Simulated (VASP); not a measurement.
# CsPbBr3 (Pm-3m) in VASP: further runs

The runs below take CsPbBr3 through single point, with LDA, r2SCAN.

All numbers are computed with VASP 6.6.1; they aren't measurements. Logs are shortened: lines on timing, memory, paths and dates and some standing lists are left out, and cuts for length are marked.

## 1. The cell of the first run

The structure is cubic, space group Pm-3m (No. 221). Conventional cell: a = 5.764 Å, b = 5.764 Å, c = 5.764 Å, α = 90.00°, β = 90.00°, γ = 90.00°. Pb (site symmetry m-3m) has 6 Br at 2.88 Å within 3.8 Å. Cs (site symmetry m-3m) has 12 Br at 4.08 Å and 8 Pb at 4.99 Å within 5.3 Å. Within 3.8 Å of Br (site symmetry 4/mmm) lie 2 Pb at 2.88 Å.

## 2. Single point, LDA

INCAR

```
PREC = Accurate
ENCUT = 520
EDIFF = 1E-6
ISMEAR = -1
SIGMA = 0.05
LREAL = False
LASPH = True
NELM = 100
ALGO = Normal
ISIF = 2
LWAVE = False
LCHARG = True
GGA = CA
LELF = True
LVHAR = True
NBANDS = 30
```

KPOINTS

```
Automatic mesh
0
Gamma
  5 5 5
```

POSCAR

```
CsPbBr3
1.0
    5.7637834404      0.0000000000      0.0000000000
    0.0000000000      5.7637834404      0.0000000000
    0.0000000000      0.0000000000      5.7637834404
Pb Cs Br
1 1 3
Direct
    0.5000000000      0.5000000000      0.5000000000
    0.0000000000      0.0000000000      0.0000000000
    0.5000000000      0.5000000000      0.0000000000
    0.5000000000      0.0000000000      0.5000000000
    0.0000000000      0.5000000000      0.5000000000
```

Potentials or basis: VASP PAW LDA potentials, release 64 (Pb_d, Cs_sv, Br).

Started as:

```console
> cat potpaw_LDA.64/Pb_d/POTCAR potpaw_LDA.64/Cs_sv/POTCAR potpaw_LDA.64/Br/POTCAR > POTCAR
> mpirun -np 1 vasp_std > vasp.out
```

OUTCAR:

```text
PREC = Accurate
   ENCUT = 520
   EDIFF = 1E-6
   ISMEAR = -1
   LREAL = False
   LASPH = True
   NELM = 100
   ISIF = 2
   GGA = CA

 ion  position               nearest neighbor table
   1  0.500  0.500  0.500-   3 2.88   4 2.88   5 2.88   3 2.88   4 2.88   5 2.88
   2  0.000  0.000  0.000-
   3  0.500  0.500  0.000-   1 2.88   1 2.88
   4  0.500  0.000  0.500-   1 2.88   1 2.88
   5  0.000  0.500  0.500-   1 2.88   1 2.88

  LATTYP: Found a simple cubic cell.
 ALAT       =     5.7637834404

  Lattice vectors:

 A1 = (   5.7637834404,   0.0000000000,   0.0000000000)
 A2 = (   0.0000000000,   5.7637834404,   0.0000000000)
 A3 = (   0.0000000000,   0.0000000000,   5.7637834404)

Analysis of symmetry for initial positions (statically):
=====================================================================
 Subroutine PRICEL returns:
 Original cell was already a primitive cell.

 Routine SETGRP: Setting up the symmetry group for a
 simple cubic supercell.

 Subroutine GETGRP returns: Found 48 space group operations
 (whereof 48 operations were pure point group operations)
 out of a pool of 48 trial point group operations.

The static configuration has the point symmetry O_h .

Analysis of symmetry for dynamics (positions and initial velocities):
=====================================================================
 Subroutine PRICEL returns:
 Original cell was already a primitive cell.

 Routine SETGRP: Setting up the symmetry group for a
 simple cubic supercell.

 Subroutine GETGRP returns: Found 48 space group operations
 (whereof 48 operations were pure point group operations)
 out of a pool of 48 trial point group operations.

The dynamic configuration has the point symmetry O_h .

 Subroutine INISYM returns: Found 48 space group operations
 (whereof 48 operations are pure point group operations),
 and found     1 'primitive' translations

----------------------------------------------------------------------------------------

                                     Primitive cell

  volume of cell :     191.4798

  direct lattice vectors                    reciprocal lattice vectors
     5.763783440  0.000000000  0.000000000     0.173497150  0.000000000  0.000000000
     0.000000000  5.763783440  0.000000000     0.000000000  0.173497150  0.000000000
     0.000000000  0.000000000  5.763783440     0.000000000  0.000000000  0.173497150

  length of vectors
     5.763783440  5.763783440  5.763783440     0.173497150  0.173497150  0.173497150

  position of ions in fractional coordinates (direct lattice)
     0.500000000  0.500000000  0.500000000
     0.000000000  0.000000000  0.000000000
     0.500000000  0.500000000  0.000000000
     0.500000000  0.000000000  0.500000000
     0.000000000  0.500000000  0.500000000

  ion indices of the primitive-cell ions
   primitive index   ion index
                 1           1
                 2           2
                 3           3
                 4           4
                 5           5

----------------------------------------------------------------------------------------

 KPOINTS: Automatic mesh

Automatic generation of k-mesh.
 Grid dimensions read from file:
 generate k-points for:    5    5    5

 Generating k-lattice:

  Cartesian coordinates                     Fractional coordinates (reciprocal lattice)
     0.034699430  0.000000000  0.000000000     0.200000000  0.000000000  0.000000000
     0.000000000  0.034699430  0.000000000     0.000000000  0.200000000  0.000000000
     0.000000000  0.000000000  0.034699430     0.000000000  0.000000000  0.200000000

  Length of vectors
     0.034699430  0.034699430  0.034699430

  Shift w.r.t. Gamma in fractional coordinates (k-lattice)
     0.000000000  0.000000000  0.000000000

 Subroutine IBZKPT returns following result:
 ===========================================

 Found     10 irreducible k-points:

 Following reciprocal coordinates:
            Coordinates               Weight
  0.000000  0.000000  0.000000      1.000000
  0.200000  0.000000  0.000000      6.000000
  0.400000  0.000000  0.000000      6.000000
  0.200000  0.200000  0.000000     12.000000
  0.400000  0.200000  0.000000     24.000000
  0.400000  0.400000  0.000000     12.000000
  0.200000  0.200000  0.200000      8.000000
  0.400000  0.200000  0.200000     24.000000
  0.400000  0.400000  0.200000     24.000000
  0.400000  0.400000  0.400000      8.000000
   k-points           NKPTS =     10   k-points in BZ     NKDIM =     10   number of bands    NBANDS=     30
   number of dos      NEDOS =    301   number of ions     NIONS =      5
   total plane-waves  NPLWV = 110592
   dimension x,y,z NGX =    48 NGY =   48 NGZ =   48
   dimension x,y,z NGXF=    96 NGYF=   96 NGZF=   96
   ions per type =               1   1   3
   NGX,Y,Z   is equivalent  to a cutoff of  13.84, 13.84, 13.84 a.u.
   NGXF,Y,Z  is equivalent  to a cutoff of  27.69, 27.69, 27.69 a.u.
 SYSTEM =  unknown system
   PREC   = accura    normal or accurate (medium, high low for compatibility)
   ISTART =      0    job   : 0-new  1-cont  2-samecut
   ICHARG =      2    charge: 1-file 2-atom 10-const
   ISPIN  =      1    spin polarized calculation?
   LNONCOLLINEAR =      F non collinear calculations
   LSORBIT =      F    spin-orbit coupling
   LASPH  =      T    aspherical Exc in radial PAW
   ENCUT  =  520.0 eV  38.22 Ry    6.18 a.u.  10.72 10.72 10.72*2*pi/ulx,y,z
   NELM   =    100;   NELMIN=  2; NELMDL= -5     # of ELM steps
   EDIFF  = 0.1E-05   stopping-criterion for ELM
   LREAL  =      F    real-space projection
   EDIFFG = 0.1E-04   stopping-criterion for IOM
   NSW    =      0    number of steps for IOM
   IBRION =     -1    ionic relax: 0-MD 1-quasi-New 2-CG
   NFREE  =      0    steps in history (QN), initial steepest desc. (CG)
   ISIF   =      2    stress and relaxation
   ISYM   =      2    0-nonsym 1-usesym 2-fastsym
   POTIM  = 0.5000    time-step for ionic-motion
   TEBEG  =    0.0;   TEEND  =   0.0 temperature during run
   PSTRESS=    0.0 pullay stress
   NELECT =      44.0000    total number of electrons
   NUPDOWN=      -1.0000    fix difference up-down
   EMIN   =  10.00;   EMAX   =-10.00  energy-range for DOS
   EFERMI =   0.00;   METHOD = LEGACY
   ISMEAR =    -1;   SIGMA  =   0.05  broadening in eV -4-tet -1-fermi 0-gaus
   EFERMI_NEDOS =   21; number of points for ismear=-14 and -15
   IALGO  =     38    algorithm
   IMIX   =      4    mixing-type and parameters
     AMIX     =   0.40;   BMIX     =  1.00
     AMIX_MAG =   1.60;   BMIX_MAG =  1.00
  volume/ion in A,a.u.               =      38.30       258.43
  Fermi-wavevector in a.u.,A,eV,Ry     =   1.002732  1.894888 13.680261  1.005471
  Thomas-Fermi vector in A             =   2.135238
   LORBIT       =      0    0 simple, 1 ext, 2 COOP (PROOUT), +10 PAW based schemes
   GGA     = CA    functional components
   LHFCALC =     F    Hartree Fock is set to
   AEXX    =    0.0000 exact exchange contribution
   IVDW    =     0    specifies the selected vdW correction
   LEPSILON=     F    determine dielectric tensor
   LRPA    =     F    only Hartree local field effects (RPA)
 non-spin polarized calculation
  energy-cutoff  :      520.00
  volume of cell :      191.48
 maximum number of plane-waves:      5177
 NGX is ok and might be reduce to    48
   NGX = 21   NGY = 21   NGZ = 21

 number of electron      44.0000012 magnetization

 Free energy of the ion-electron system (eV)
  ---------------------------------------------------
  ext. energy  EPLUGINS =         0.00000000
  ---------------------------------------------------
  free energy    TOTEN  =       -17.86515413 eV

  energy without entropy =      -17.86515413  energy(sigma->0) =      -17.86515413

 E-fermi :   2.1126     XC(G=0):  -8.2853

 val. band max:        1.0470685590   @ k =   0.4000   0.4000   0.4000
 cond. band min:       3.4823234504   @ k =   0.4000   0.4000   0.4000
 fundamental gap:      2.4352548914
 Fermi energy:         2.1125566829

 k-point     1 :       0.0000    0.0000    0.0000
  band No.  band energies     occupation
      1     -19.8303      2.00000
      2     -15.2814      2.00000
      3     -15.2814      2.00000
      4     -15.0422      2.00000
      5     -15.0422      2.00000
      6     -15.0422      2.00000
[... 22 lines left out ...]
     29       7.8287      0.00000
     30       7.8287      0.00000

 k-point     2 :       0.2000    0.0000    0.0000
  band No.  band energies     occupation
      1     -19.8298      2.00000
      2     -15.2813      2.00000
      3     -15.2509      2.00000
      4     -15.0427      2.00000
      5     -15.0427      2.00000
      6     -15.0422      2.00000
[... 22 lines left out ...]
     29       6.5534      0.00000
     30       7.6895      0.00000

 k-point     3 :       0.4000    0.0000    0.0000
  band No.  band energies     occupation
      1     -19.8288      2.00000
      2     -15.2812      2.00000
      3     -15.2001      2.00000
      4     -15.0435      2.00000
      5     -15.0435      2.00000
      6     -15.0421      2.00000
[... 22 lines left out ...]
     29       6.8906      0.00000
     30       7.7664      0.00000

 k-point     4 :       0.2000    0.2000    0.0000
  band No.  band energies     occupation
      1     -19.8292      2.00000
      2     -15.2665      2.00000
      3     -15.2341      2.00000
      4     -15.0432      2.00000
      5     -15.0427      2.00000
      6     -15.0427      2.00000
[... 154 lines left out ...]
     29       7.3037      0.00000
     30       7.5127      0.00000

 k-point     9 :       0.4000    0.4000    0.2000
  band No.  band energies     occupation
      1     -19.8271      2.00000
      2     -15.2081      2.00000
      3     -15.1477      2.00000
      4     -15.0449      2.00000
      5     -15.0440      2.00000
      6     -15.0440      2.00000
[... 22 lines left out ...]
     29       7.0933      0.00000
     30       7.3341      0.00000

 k-point    10 :       0.4000    0.4000    0.4000
  band No.  band energies     occupation
      1     -19.8264      2.00000
      2     -15.1476      2.00000
      3     -15.1476      2.00000
      4     -15.0449      2.00000
      5     -15.0449      2.00000
      6     -15.0449      2.00000
[... 22 lines left out ...]
     29       6.6963      0.00000
     30       7.7073      0.00000

------------------------ aborting loop because EDIFF is reached ----------------------------------------

  FORCE on cell =-STRESS in cart. coord.  units (eV):
  Direction    XX          YY          ZZ          XY          YZ          ZX
  --------------------------------------------------------------------------------------
  -------------------------------------------------------------------------------------
  Total        0.0546425      0.0546425      0.0546425      0.0000000      0.0000000     -0.0000000
  in kB        0.4572129      0.4572129      0.4572129      0.0000000      0.0000000     -0.0000000
  external PRESSURE =       0.4572129 kB  Pullay stress =       0.0000000 kB

 VOLUME and BASIS-vectors are now :
 -----------------------------------------------------------------------------
  energy-cutoff  :      520.00
  volume of cell :      191.48
      direct lattice vectors                 reciprocal lattice vectors
     5.763783440  0.000000000  0.000000000     0.173497150  0.000000000  0.000000000
     0.000000000  5.763783440  0.000000000     0.000000000  0.173497150  0.000000000
     0.000000000  0.000000000  5.763783440     0.000000000  0.000000000  0.173497150

 POSITION                                       TOTAL-FORCE (eV/Angst)
 -----------------------------------------------------------------------------------
      2.88189      2.88189      2.88189         0.000000      0.000000      0.000000
      0.00000      0.00000      0.00000         0.000000      0.000000      0.000000
      2.88189      2.88189      0.00000         0.000000      0.000000      0.000000
      2.88189      0.00000      2.88189         0.000000      0.000000      0.000000
      0.00000      2.88189      2.88189         0.000000      0.000000      0.000000
 -----------------------------------------------------------------------------------
    total drift:                                0.000000     -0.000000     -0.000000

  FREE ENERGIE OF THE ION-ELECTRON SYSTEM (eV)
  ---------------------------------------------------
  free  energy   TOTEN  =       -17.8651541288 eV

  energy  without entropy=      -17.8651541287  energy(sigma->0) =      -17.86515413
```

Run time: 57 s. Hardware: 1 thread of Intel Xeon Platinum 8259CL at 2.50GHz (Skylake/Cascade Lake), shared host; peak memory 0.28 GiB.

Results:

```
Free energy            : -17.8652 eV
Pressure               : 0.0 GPa
Band gap on the k mesh : 2.44 eV
```

Caveat: spin-orbit coupling is left out, which moves the levels of the heavy elements; an odd mesh through Γ misses points on the zone boundary, where band edges can lie. As with any semilocal functional, this LDA gap is likely too small.

(Part 1 of 2 ends here.)
